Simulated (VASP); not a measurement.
# Sc7VN8 (Fm-3m) in VASP: a series of runs, part 2 of 2

VASP 6.6.1. The steps go on from the part before.

### Step 3. Single point, PBEsol

INCAR

```
SYSTEM = Sc7VN8
ALGO = Normal ; EDIFF = 1E-6
ENCUT = 520 ; GGA = PS
ISIF = 2 ; ISMEAR = 0
LASPH = .True. ; LCHARG = .True.
LELF = .True. ; LREAL = Auto
LVHAR = .True. ; LWAVE = .False.
NBANDS = 79 ; NELM = 100
PREC = Accurate ; SIGMA = 0.1
```

KPOINTS

```
k-points
0
Gamma
  8 8 8
  0 0 0
```

POSCAR

```
Sc7VN8
1.0
   -4.4040509606      4.4040509606      0.0000000000
   -4.4040509606      0.0000000000      4.4040509606
    0.0000000000      4.4040509606      4.4040509606
Sc V N
7 1 8
Direct
    0.0000000000      0.0000000000      0.0000000000
    0.5000000000      0.0000000000      0.0000000000
    0.0000000000      0.5000000000      0.0000000000
    0.0000000000      0.0000000000      0.5000000000
    0.5000000000      0.5000000000      0.0000000000
    0.5000000000      0.0000000000      0.5000000000
    0.0000000000      0.5000000000      0.5000000000
    0.5000000000      0.5000000000      0.5000000000
    0.7500000000      0.7500000000      0.7500000000
    0.2578306939      0.7421693061      0.7421693061
    0.7421693061      0.2578306939      0.7421693061
    0.7421693061      0.7421693061      0.2578306939
    0.2578306939      0.2578306939      0.7421693061
    0.2578306939      0.7421693061      0.2578306939
    0.7421693061      0.2578306939      0.2578306939
    0.2500000000      0.2500000000      0.2500000000
```

Potentials or basis: VASP PAW PBE potentials, release 64 (Sc_sv, V_sv, N).

On the command line:

```console
> cat potpaw_PBE.64/Sc_sv/POTCAR potpaw_PBE.64/V_sv/POTCAR potpaw_PBE.64/N/POTCAR > POTCAR
> mpirun -np 1 vasp_std > vasp.out
```

OUTCAR:

```text
SYSTEM = Sc7VN8
   EDIFF = 1E-6
   ENCUT = 520
   GGA = PS
   ISIF = 2
   ISMEAR = 0
   LASPH = .True.
   LREAL = Auto
   NELM = 100
   PREC = Accurate

 ion  position               nearest neighbor table
   1  0.000  0.000  0.000-  10 2.27  11 2.27  12 2.27  13 2.27  14 2.27  15 2.27   2 3.11   3 3.11
                             4 3.11   4 3.11   6 3.11   7 3.11   3 3.11   5 3.11   7 3.11   2 3.11
   2  0.500  0.000  0.000-   9 2.20  16 2.20  12 2.20  13 2.20  14 2.20  11 2.20   1 3.11   5 3.11
                             6 3.11   4 3.11   6 3.11   8 3.11   3 3.11   5 3.11   8 3.11   1 3.11
   3  0.000  0.500  0.000-   9 2.20  16 2.20  12 2.20  13 2.20  15 2.20  10 2.20   1 3.11   5 3.11
                             7 3.11   4 3.11   7 3.11   8 3.11   1 3.11   2 3.11   4 3.11   2 3.11
   4  0.000  0.000  0.500-   9 2.20  16 2.20  11 2.20  14 2.20  15 2.20  10 2.20   1 3.11   6 3.11
                             7 3.11   1 3.11   2 3.11   3 3.11   3 3.11   7 3.11   8 3.11   2 3.11
   5  0.500  0.500  0.000-   9 2.20  16 2.20  11 2.20  14 2.20  15 2.20  10 2.20   2 3.11   3 3.11
                             8 3.11   6 3.11   7 3.11   8 3.11   1 3.11   2 3.11   6 3.11   1 3.11
   6  0.500  0.000  0.500-   9 2.20  16 2.20  12 2.20  13 2.20  15 2.20  10 2.20   2 3.11   4 3.11
                             8 3.11   1 3.11   2 3.11   5 3.11   5 3.11   7 3.11   8 3.11   1 3.11
   7  0.000  0.500  0.500-   9 2.20  16 2.20  12 2.20  13 2.20  14 2.20  11 2.20   3 3.11   4 3.11
                             8 3.11   1 3.11   3 3.11   5 3.11   1 3.11   4 3.11   6 3.11   5 3.11
   8  0.500  0.500  0.500-  10 2.13  11 2.13  12 2.13  13 2.13  14 2.13  15 2.13   5 3.11   6 3.11
                             7 3.11   2 3.11   3 3.11   5 3.11   2 3.11   4 3.11   6 3.11   3 3.11
   9  0.750  0.750  0.750-   2 2.20   3 2.20   4 2.20   5 2.20   6 2.20   7 2.20
  10  0.258  0.742  0.742-   8 2.13   4 2.20   5 2.20   6 2.20   3 2.20   1 2.27
  11  0.742  0.258  0.742-   8 2.13   4 2.20   5 2.20   7 2.20   2 2.20   1 2.27
  12  0.742  0.742  0.258-   8 2.13   3 2.20   6 2.20   7 2.20   2 2.20   1 2.27
  13  0.258  0.258  0.742-   8 2.13   3 2.20   6 2.20   7 2.20   2 2.20   1 2.27
  14  0.258  0.742  0.258-   8 2.13   4 2.20   5 2.20   7 2.20   2 2.20   1 2.27
  15  0.742  0.258  0.258-   8 2.13   4 2.20   5 2.20   6 2.20   3 2.20   1 2.27
  16  0.250  0.250  0.250-   2 2.20   3 2.20   4 2.20   5 2.20   6 2.20   7 2.20

  LATTYP: Found a face centered cubic cell.
 ALAT       =     8.8081019212

  Lattice vectors:

[... 193 lines left out ...]
 maximum number of plane-waves:      4645
 NGX is ok and might be reduce to    48
   NGX = 23   NGY = 23   NGZ = 23

 number of electron     129.9999992 magnetization

 Free energy of the ion-electron system (eV)
  ---------------------------------------------------
  ext. energy  EPLUGINS =         0.00000000
  ---------------------------------------------------
  free energy    TOTEN  =      -155.66978024 eV

  energy without entropy =     -155.65483603  energy(sigma->0) =     -155.66230813

 E-fermi :   7.0140     XC(G=0): -12.5023

 val. band max:        6.9755105466   @ k =  -0.3750   0.3750   0.1250
 cond. band min:       7.0439012734   @ k =  -0.2500   0.1250   0.0000
 fundamental gap:      0.0683907268
 Fermi energy:         7.0140477947

 k-point     1 :       0.0000    0.0000    0.0000
  band No.  band energies     occupation
      1     -58.1608      2.00000
      2     -41.7780      2.00000
      3     -41.3645      2.00000
      4     -41.2824      2.00000
      5     -41.2824      2.00000
      6     -41.2824      2.00000
[... 1909 lines left out ...]
     76      10.0901      0.00000
     77      10.1483      0.00000

 [... further k-points ...]

 [bands above 77 left out]

------------------------ aborting loop because EDIFF is reached ----------------------------------------

  FORCE on cell =-STRESS in cart. coord.  units (eV):
  Direction    XX          YY          ZZ          XY          YZ          ZX
  --------------------------------------------------------------------------------------
  -------------------------------------------------------------------------------------
  Total        1.0732100      1.0732100      1.0732100      0.0000000      0.0000000      0.0000000
  in kB       10.0648731     10.0648731     10.0648731      0.0000000      0.0000000      0.0000000
  external PRESSURE =      10.0648731 kB  Pullay stress =       0.0000000 kB

 VOLUME and BASIS-vectors are now :
 -----------------------------------------------------------------------------
  energy-cutoff  :      520.00
  volume of cell :      170.84
      direct lattice vectors                 reciprocal lattice vectors
    -4.404050961  4.404050961  0.000000000    -0.113531838  0.113531838 -0.113531838
    -4.404050961  0.000000000  4.404050961    -0.113531838 -0.113531838  0.113531838
     0.000000000  4.404050961  4.404050961     0.113531838  0.113531838  0.113531838

 POSITION                                       TOTAL-FORCE (eV/Angst)
 -----------------------------------------------------------------------------------
      0.00000      0.00000      0.00000         0.000000      0.000000      0.000000
     -2.20203      2.20203      0.00000         0.000000      0.000000     -0.000000
     -2.20203      0.00000      2.20203         0.000000     -0.000000     -0.000000
      0.00000      2.20203      2.20203         0.000000     -0.000000     -0.000000
     -4.40405      2.20203      2.20203         0.000000     -0.000000      0.000000
     -2.20203      4.40405      2.20203         0.000000      0.000000      0.000000
[... 8 lines left out ...]
     -4.40405      4.40405      2.27100         0.000000      0.000000      0.011565
     -2.20203      2.20203      2.20203         0.000000     -0.000000     -0.000000
 -----------------------------------------------------------------------------------
    total drift:                               -0.000000      0.000000      0.000000

  FREE ENERGIE OF THE ION-ELECTRON SYSTEM (eV)
  ---------------------------------------------------
  free  energy   TOTEN  =      -155.6697802353 eV

  energy  without entropy=     -155.6548360264  energy(sigma->0) =     -155.66230813
```

stdout:

```text
POSCAR found type information on POSCAR ScV N
 POSCAR found :  3 types and      16 ions
 scaLAPACK will be used
 -----------------------------------------------------------------------------
|                                                                             |
|                                                                             |
|     You enforced a specific xc type in the INCAR file but a different       |
|     I HOPE YOU KNOW WHAT YOU ARE DOING!                                     |
|                                                                             |
 -----------------------------------------------------------------------------

 LDA part: xc-table for (Slater+PW92), standard interpolation
 POSCAR, INCAR and KPOINTS ok, starting setup
 FFT: planning ... GRIDC
 FFT: planning ... GRID_SOFT
 FFT: planning ... GRID
 WAVECAR not read
 entering main loop
```

Wall time 19 min (1 thread of AMD EPYC 7R13 (Zen 3), shared host); peak memory 0.44 GiB.

Results:

```
Free energy            : -155.6698 eV
Pressure               : 1.0 GPa
Largest force          : 0.012 eV/Å
Band gap on the k mesh : zero (bands 65 and 66 overlap by 1.20 eV)
```

Forces in eV/Å, atoms in the order of the input:
```
Sc   0.000  0.000  0.000
Sc   0.000  0.000  0.000
Sc   0.000  0.000  0.000
Sc   0.000  0.000  0.000
Sc   0.000  0.000  0.000
Sc   0.000  0.000  0.000
Sc   0.000  0.000  0.000
V    0.000  0.000  0.000
N    0.000  0.000  0.000
N    0.000  0.000 -0.012
N    0.000 -0.012  0.000
N    0.012  0.000  0.000
N   -0.012  0.000  0.000
N    0.000  0.012  0.000
N    0.000  0.000  0.012
N    0.000  0.000  0.000
```

Caveat: the PAW data sets were made with another functional, which shifts forces and pressure a little; the run has no spin polarisation, though such a crystal can be magnetic. With open d or f shells a metallic result of PBEsol can be an artefact of self-interaction; +U or a hybrid may open a gap.
